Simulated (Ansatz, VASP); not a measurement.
**ReSbN: VASP beside Ansatz**

Contents of INCAR:

```
SYSTEM = ReSbN
PREC = Accurate
ENCUT = 520
EDIFF = 1E-7
ISMEAR = -1
SIGMA = 0.05
LREAL = .FALSE.
LASPH = .TRUE.
NELM = 80
ALGO = Normal
ISIF = 2
LWAVE = .FALSE.
LCHARG = .TRUE.
GGA = PE
LELF = .TRUE.
LVHAR = .TRUE.
NBANDS = 26
```

The input KPOINTS:

```
Automatic mesh
0
G
  7 7 3
  0 0 0
```

The input POSCAR:

```
ReSbN
1.0
    3.4321230000      0.0000000000      0.0000000000
    0.0000000000      3.4321230000      0.0000000000
    0.0000000000      0.0000000000      8.9363320800
Re Sb N
2 2 2
Direct
    0.0000000000      0.5000000000      0.8732410000
    0.5000000000      0.0000000000      0.1267590000
    0.0000000000      0.5000000000      0.3334580000
    0.5000000000      0.0000000000      0.6665420000
    0.0000000000      0.0000000000      0.0000000000
    0.5000000000      0.5000000000      0.0000000000
```

input.yaml

```yaml
crystal:
  lattice:
    - [3.432123, 0.0, 0.0]
    - [0.0, 3.432123, 0.0]
    - [0.0, 0.0, 8.93633208]
  atoms:
    - { symbol: Re, position: [0.0, 0.5, 0.873241] }
    - { symbol: Re, position: [0.5, 0.0, 0.126759] }
    - { symbol: Sb, position: [0.0, 0.5, 0.333458] }
    - { symbol: Sb, position: [0.5, 0.0, 0.666542] }
    - { symbol: "N", position: [0.0, 0.0, 0.0] }
    - { symbol: "N", position: [0.5, 0.5, 0.0] }
hamiltonian:
  xc: pbe
  pseudopotentials: { kind: paw }
kpoints:
  mp_grid: { grid: [7, 7, 3] }
  band_path:
    path:
      - [[0.0, 0.0, 0.0], [0.0, 0.5, 0.0], [0.5, 0.5, 0.0], [0.0, 0.0, 0.0], [0.0, 0.0, 0.5], [0.0, 0.5, 0.5], [0.5, 0.5, 0.5], [0.0, 0.0, 0.5]]
      - [[0.0, 0.5, 0.0], [0.0, 0.5, 0.5]]
      - [[0.5, 0.5, 0.0], [0.5, 0.5, 0.5]]
    npoints: 14
scf:
  occupations: { method: fermi_dirac, width: 0.05 }
  n_extra_bands: 15
output:
  forces: true
  stress: true
  eigenvalues: true
  fatbands: false
```

Alike in both runs: functional PBE; k mesh 7 × 7 × 3; occupations fermi-dirac, width 0.05 eV; no spin polarisation.

|  | VASP | Ansatz |
| --- | --- | --- |
| version | VASP 6.6.1 | Ansatz 0.2.0 |
| potentials or method | VASP PAW PBE potentials, release 64 (Re, Sb, N) | Ansatz PAW |
| plane-wave cutoff (eV) | 520 | 420 |
| valence electrons in the cell | 34 | 70 |
| task | single point | band structure |

```csv
,VASP,Ansatz,Ansatz less VASP
gap on the k mesh at the Fermi level (eV),none,none,-
pressure (GPa),-5.8,-6.8,-1.01
"traceless stress, the component that is largest in VASP (GPa)",-2.86,-2.89,-0.028
rms of the force components (eV/Å),0.347,0.441,+0.0938
```

Atom by atom the forces differ by 0.103 eV/Å (rms over components). A gap of «none» marks a metal or a gap that the smearing closes. The functional is the same, so the differences come from potentials, cutoffs and numerics. VASP's potentials hold 34 valence electrons a cell and Ansatz's 70, so a difference there can come from the potentials and not from the codes.

Neither program's run includes spin-orbit coupling.
